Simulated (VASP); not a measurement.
# Ga4As3N (I4/mmm) in VASP: single point with PBE

Aim: the single point of Ga4As3N with PBE.

Program: VASP 6.6.1. These are calculated values, not measurements. Logs are shortened: lines on timing, memory, paths and dates and some standing lists are left out, and cuts for length are marked.

## (1) The cell of the first run

The structure is tetragonal, space group I4/mmm (No. 139). The conventional cell has a = 5.021 Å, b = 5.021 Å, c = 11.186 Å, α = 90.00°, β = 90.00°, γ = 90.00°. Within 3.3 Å of Ga (site symmetry mmm) lie 4 As at 2.51 to 2.80 Å and 2 N at 2.51 Å and 4 Ga at 3.19 Å. Within 2.6 Å of Ga (site symmetry 4mm) lie 1 N at 1.97 Å. Within 3.5 Å of As (site symmetry -4m2) lie 6 Ga at 2.64 to 2.80 Å. As (site symmetry 4/mmm) has 4 Ga at 2.51 Å within 3.3 Å. N (site symmetry 4/mmm) has 6 Ga at 1.97 to 2.51 Å within 2.6 Å.

## (2) Single point, PBE

Contents of INCAR:

```
SYSTEM = Ga4As3N
PREC = Accurate ; ENCUT = 520
EDIFF = 1E-6 ; ISMEAR = 0
SIGMA = 0.1 ; LREAL = .FALSE.
LASPH = .TRUE. ; NELM = 60
ALGO = Normal ; ISIF = 2
LWAVE = .FALSE. ; LCHARG = .FALSE.
GGA = PE ; NBANDS = 46
```

Contents of KPOINTS:

```
regular mesh
0
G
  10 10 10
  0 0 0
```

Contents of POSCAR:

```
Ga4As3N
1.0
   -2.5105896943      2.5105896943      5.5928208893
    2.5105896943     -2.5105896943      5.5928208893
    2.5105896943      2.5105896943     -5.5928208893
Ga As N
4 3 1
Direct
    0.0000000000      0.5000000000      0.5000000000
    0.8239460083      0.8239460083      0.0000000000
    0.5000000000      0.0000000000      0.5000000000
    0.1760539917      0.1760539917      0.0000000000
    0.2500000000      0.7500000000      0.5000000000
    0.7500000000      0.2500000000      0.5000000000
    0.5000000000      0.5000000000      0.0000000000
    0.0000000000      0.0000000000      0.0000000000
```

Potentials or basis: VASP PAW PBE potentials, release 64 (Ga_d, As, N).

Run with:

```console
$ cat potpaw_PBE.64/Ga_d/POTCAR potpaw_PBE.64/As/POTCAR potpaw_PBE.64/N/POTCAR > POTCAR
$ mpirun -np 1 vasp_std > vasp.out
```

OUTCAR:

```text
SYSTEM = Ga4As3N
   PREC = Accurate
   ENCUT = 520
   EDIFF = 1E-6
   ISMEAR = 0
   LREAL = .FALSE.
   LASPH = .TRUE.
   NELM = 60
   ISIF = 2
   GGA = PE

 ion  position               nearest neighbor table
   1  0.000  0.500  0.500-   7 2.51   7 2.51   5 2.80   6 2.80
   2  0.824  0.824  0.000-   8 1.97   6 2.64   5 2.64   6 2.64   5 2.64
   3  0.500  0.000  0.500-   7 2.51   7 2.51   5 2.80   6 2.80
   4  0.176  0.176  0.000-   8 1.97   5 2.64   6 2.64   5 2.64   6 2.64
   5  0.250  0.750  0.500-   2 2.64   4 2.64   2 2.64   4 2.64   3 2.80   1 2.80
   6  0.750  0.250  0.500-   2 2.64   4 2.64   2 2.64   4 2.64   3 2.80   1 2.80
   7  0.500  0.500  0.000-   1 2.51   3 2.51   3 2.51   1 2.51
   8  0.000  0.000  0.000-   2 1.97   4 1.97

  LATTYP: Found a body centered tetragonal cell.
 ALAT       =     5.0211793886
 C/A-ratio  =     2.2276921243

  Lattice vectors:

 A1 = (  -2.5105896943,   2.5105896943,   5.5928208893)
 A2 = (   2.5105896943,  -2.5105896943,   5.5928208893)
 A3 = (   2.5105896943,   2.5105896943,  -5.5928208893)

Analysis of symmetry for initial positions (statically):
=====================================================================
 Subroutine PRICEL returns:
 Original cell was already a primitive cell.

 Routine SETGRP: Setting up the symmetry group for a
 body centered tetragonal supercell.

 Subroutine GETGRP returns: Found 16 space group operations
 (whereof 16 operations were pure point group operations)
 out of a pool of 16 trial point group operations.

The static configuration has the point symmetry D_4h.

Analysis of symmetry for dynamics (positions and initial velocities):
=====================================================================
 Subroutine PRICEL returns:
 Original cell was already a primitive cell.

 Routine SETGRP: Setting up the symmetry group for a
 body centered tetragonal supercell.

 Subroutine GETGRP returns: Found 16 space group operations
 (whereof 16 operations were pure point group operations)
 out of a pool of 16 trial point group operations.

The dynamic configuration has the point symmetry D_4h.

 Subroutine INISYM returns: Found 16 space group operations
 (whereof 16 operations are pure point group operations),
 and found     1 'primitive' translations

----------------------------------------------------------------------------------------

                                     Primitive cell

  volume of cell :     141.0076

  direct lattice vectors                    reciprocal lattice vectors
    -2.510589694  2.510589694  5.592820889     0.000000000  0.199156398  0.089400324
     2.510589694 -2.510589694  5.592820889     0.199156398  0.000000000  0.089400324
     2.510589694  2.510589694 -5.592820889     0.199156398  0.199156398  0.000000000

  length of vectors
     6.624633328  6.624633328  6.624633328     0.218301829  0.218301829  0.281649679

  position of ions in fractional coordinates (direct lattice)
     0.000000000  0.500000000  0.500000000
     0.823946008  0.823946008  0.000000000
     0.500000000  0.000000000  0.500000000
     0.176053992  0.176053992  0.000000000
     0.250000000  0.750000000  0.500000000
     0.750000000  0.250000000  0.500000000
     0.500000000  0.500000000  0.000000000
     0.000000000  0.000000000  0.000000000

  ion indices of the primitive-cell ions
   primitive index   ion index
                 1           1
                 2           2
                 3           3
                 4           4
                 5           5
                 6           6
                 7           7
                 8           8

----------------------------------------------------------------------------------------

 KPOINTS: regular mesh

Automatic generation of k-mesh.
 Grid dimensions read from file:
 generate k-points for:   10   10   10

 Generating k-lattice:

  Cartesian coordinates                     Fractional coordinates (reciprocal lattice)
     0.000000000  0.019915640  0.008940032     0.100000000 -0.000000000  0.000000000
     0.019915640  0.000000000  0.008940032    -0.000000000  0.100000000  0.000000000
     0.019915640  0.019915640  0.000000000     0.000000000  0.000000000  0.100000000

  Length of vectors
     0.021830183  0.021830183  0.028164968

  Shift w.r.t. Gamma in fractional coordinates (k-lattice)
     0.000000000  0.000000000  0.000000000

 Subroutine IBZKPT returns following result:
 ===========================================

 Found    102 irreducible k-points:

 Following reciprocal coordinates:
            Coordinates               Weight
  0.000000  0.000000  0.000000      1.000000
  0.100000 -0.000000  0.000000      8.000000
  0.200000 -0.000000  0.000000      8.000000
  0.300000 -0.000000  0.000000      8.000000
  0.400000  0.000000  0.000000      8.000000
  0.500000  0.000000  0.000000      4.000000
[... 16 lines left out ...]
  0.300000  0.300000  0.000000      8.000000
  0.400000  0.300000  0.000000     16.000000
 [... further k-points ...]
   k-points           NKPTS =    102   k-points in BZ     NKDIM =    102   number of bands    NBANDS=     46
   number of dos      NEDOS =    301   number of ions     NIONS =      8
   total plane-waves  NPLWV = 125000
   dimension x,y,z NGX =    50 NGY =   50 NGZ =   50
   dimension x,y,z NGXF=   100 NGYF=  100 NGZF=  100
   ions per type =               4   3   1
   NGX,Y,Z   is equivalent  to a cutoff of  12.55, 12.55, 12.55 a.u.
   NGXF,Y,Z  is equivalent  to a cutoff of  25.10, 25.10, 25.10 a.u.
 SYSTEM =  Ga4As3N
   PREC   = accura    normal or accurate (medium, high low for compatibility)
   ISTART =      0    job   : 0-new  1-cont  2-samecut
   ICHARG =      2    charge: 1-file 2-atom 10-const
   ISPIN  =      1    spin polarized calculation?
   LNONCOLLINEAR =      F non collinear calculations
   LSORBIT =      F    spin-orbit coupling
   LASPH  =      T    aspherical Exc in radial PAW
   ENCUT  =  520.0 eV  38.22 Ry    6.18 a.u.  12.32 12.32 12.32*2*pi/ulx,y,z
   NELM   =     60;   NELMIN=  2; NELMDL= -5     # of ELM steps
   EDIFF  = 0.1E-05   stopping-criterion for ELM
   LREAL  =      F    real-space projection
   EDIFFG = 0.1E-04   stopping-criterion for IOM
   NSW    =      0    number of steps for IOM
   IBRION =     -1    ionic relax: 0-MD 1-quasi-New 2-CG
   NFREE  =      0    steps in history (QN), initial steepest desc. (CG)
   ISIF   =      2    stress and relaxation
   ISYM   =      2    0-nonsym 1-usesym 2-fastsym
   POTIM  = 0.5000    time-step for ionic-motion
   TEBEG  =    0.0;   TEEND  =   0.0 temperature during run
   PSTRESS=    0.0 pullay stress
   NELECT =      72.0000    total number of electrons
   NUPDOWN=      -1.0000    fix difference up-down
   EMIN   =  10.00;   EMAX   =-10.00  energy-range for DOS
   EFERMI =   0.00;   METHOD = LEGACY
   ISMEAR =     0;   SIGMA  =   0.10  broadening in eV -4-tet -1-fermi 0-gaus
   EFERMI_NEDOS =   21; number of points for ismear=-14 and -15
   IALGO  =     38    algorithm
   IMIX   =      4    mixing-type and parameters
     AMIX     =   0.40;   BMIX     =  1.00
     AMIX_MAG =   1.60;   BMIX_MAG =  1.00
  volume/ion in A,a.u.               =      17.63       118.95
  Fermi-wavevector in a.u.,A,eV,Ry     =   1.308493  2.472694 23.295282  1.712155
  Thomas-Fermi vector in A             =   2.439156
   LORBIT       =      0    0 simple, 1 ext, 2 COOP (PROOUT), +10 PAW based schemes
   GGA     = PE    functional components
   LHFCALC =     F    Hartree Fock is set to
   AEXX    =    0.0000 exact exchange contribution
   IVDW    =     0    specifies the selected vdW correction
   LEPSILON=     F    determine dielectric tensor
   LRPA    =     F    only Hartree local field effects (RPA)
 non-spin polarized calculation
 Gauss-broadening in eV      SIGMA  =   0.10
  energy-cutoff  :      520.00
  volume of cell :      141.01
 maximum number of plane-waves:      3821
 NGX is ok and might be reduce to    50
   NGX = 25   NGY = 25   NGZ = 25

 number of electron      72.0000005 magnetization

 Free energy of the ion-electron system (eV)
  ---------------------------------------------------
  ext. energy  EPLUGINS =         0.00000000
  ---------------------------------------------------
  free energy    TOTEN  =       -32.98439199 eV

  energy without entropy =      -32.96547443  energy(sigma->0) =      -32.97493321

 E-fermi :   5.3724     XC(G=0): -10.7879

 val. band max:        5.3687876212   @ k =   0.5000   0.3000   0.0000
 cond. band min:       5.3724769605   @ k =  -0.1000   0.1000   0.0000
 fundamental gap:      0.0036893393
 Fermi energy:         5.3724271017

 k-point     1 :       0.0000    0.0000    0.0000
  band No.  band energies     occupation
      1     -10.2371      2.00000
      2      -9.6969      2.00000
      3      -9.5093      2.00000
      4      -9.4950      2.00000
      5      -9.4903      2.00000
      6      -9.4903      2.00000
[... 38 lines left out ...]
     45      11.2021      0.00000
     46      12.4164      0.00000

 k-point     2 :       0.1000   -0.0000    0.0000
  band No.  band energies     occupation
      1     -10.2269      2.00000
      2      -9.6895      2.00000
      3      -9.5140      2.00000
      4      -9.4940      2.00000
      5      -9.4929      2.00000
      6      -9.4900      2.00000
[... 38 lines left out ...]
     45      11.6607      0.00000
     46      12.1942      0.00000

 k-point     3 :       0.2000   -0.0000    0.0000
  band No.  band energies     occupation
      1     -10.1998      2.00000
      2      -9.6691      2.00000
      3      -9.5242      2.00000
      4      -9.4965      2.00000
      5      -9.4891      2.00000
      6      -9.4867      2.00000
[... 38 lines left out ...]
     45      11.4714      0.00000
     46      11.6660      0.00000

 k-point     4 :       0.3000   -0.0000    0.0000
  band No.  band energies     occupation
      1     -10.1651      2.00000
      2      -9.6410      2.00000
      3      -9.5355      2.00000
      4      -9.4978      2.00000
      5      -9.4879      2.00000
      6      -9.4810      2.00000
[... 920 lines left out ...]
     45      11.4896      0.00000
     46      12.2328      0.00000

 k-point    23 :       0.3000    0.3000    0.0000
  band No.  band energies     occupation
      1     -10.0910      2.00000
      2      -9.5977      2.00000
      3      -9.5475      2.00000
      4      -9.4956      2.00000
      5      -9.4927      2.00000
      6      -9.4856      2.00000
[... 38 lines left out ...]
     45      10.9568      0.00000
     46      11.3053      0.00000

 k-point    24 :       0.4000    0.3000    0.0000
  band No.  band energies     occupation
      1     -10.0599      2.00000
      2      -9.5772      2.00000
      3      -9.5528      2.00000
      4      -9.5044      2.00000
      5      -9.4926      2.00000
      6      -9.4891      2.00000
[... 38 lines left out ...]
     45      10.6153      0.00000
     46      10.9299      0.00000

 [... further k-points ...]
[... 5 lines left out ...]
  --------------------------------------------------------------------------------------
  -------------------------------------------------------------------------------------
  Total        0.2115317      0.2115317      0.1809007      0.0000000      0.0000000      0.0000000
  in kB        2.4034971      2.4034971      2.0554576      0.0000000      0.0000000      0.0000000
  external PRESSURE =       2.2874839 kB  Pullay stress =       0.0000000 kB

 VOLUME and BASIS-vectors are now :
 -----------------------------------------------------------------------------
  energy-cutoff  :      520.00
  volume of cell :      141.01
      direct lattice vectors                 reciprocal lattice vectors
    -2.510589694  2.510589694  5.592820889     0.000000000  0.199156398  0.089400324
     2.510589694 -2.510589694  5.592820889     0.199156398  0.000000000  0.089400324
     2.510589694  2.510589694 -5.592820889     0.199156398  0.199156398  0.000000000

 POSITION                                       TOTAL-FORCE (eV/Angst)
 -----------------------------------------------------------------------------------
      2.51059      0.00000      0.00000         0.000000      0.000000     -0.000000
      0.00000      0.00000      9.21636        -0.000000     -0.000000     -0.013558
      0.00000      2.51059      0.00000         0.000000      0.000000     -0.000000
      0.00000      0.00000      1.96928        -0.000000     -0.000000      0.013558
      2.51059      0.00000      2.79641         0.000000      0.000000     -0.000000
      0.00000      2.51059      2.79641         0.000000      0.000000     -0.000000
      0.00000      0.00000      5.59282         0.000000      0.000000     -0.000000
      0.00000      0.00000      0.00000         0.000000      0.000000     -0.000000
 -----------------------------------------------------------------------------------
    total drift:                                0.000000      0.000000     -0.000000

  FREE ENERGIE OF THE ION-ELECTRON SYSTEM (eV)
  ---------------------------------------------------
  free  energy   TOTEN  =       -32.9843919941 eV

  energy  without entropy=      -32.9654744284  energy(sigma->0) =      -32.97493321
```

Wall time 8.5 min (1 thread of Intel Xeon 6975P-C (Granite Rapids), shared host); peak memory 0.72 GiB.

What came out:

* Free energy: -32.9844 eV
* Pressure: 0.2 GPa
* Largest force: 0.014 eV/Å
* Band gap on the k mesh: zero (band 36 reaches 6.39 eV, above the bottom of band 37 at 4.33 eV)

Forces in eV/Å, atoms in the order of the input:
```
Ga   0.000  0.000  0.000
Ga   0.000  0.000 -0.014
Ga   0.000  0.000  0.000
Ga   0.000  0.000  0.014
As   0.000  0.000  0.000
As   0.000  0.000  0.000
As   0.000  0.000  0.000
N    0.000  0.000  0.000
```

Levels at points of the mesh, in eV from the Fermi level:
| k point | band 34 | band 35 | band 36 | band 37 | band 38 | band 39 |
| --- | --- | --- | --- | --- | --- | --- |
| (0.00, 0.00, 0.00) | -2.16 | -1.36 | -0.29 | -0.07 | -0.07 | 1.92 |
| (0.50, 0.00, 0.00) | -1.98 | -1.50 | 0.26 | 0.44 | 2.40 | 2.75 |
| (0.50, 0.50, 0.00) | -0.41 | 0.80 | 1.02 | 1.20 | 2.18 | 3.12 |
| (0.50, 0.50, 0.50) | -1.89 | -1.89 | -1.18 | -0.92 | -0.92 | 0.37 |
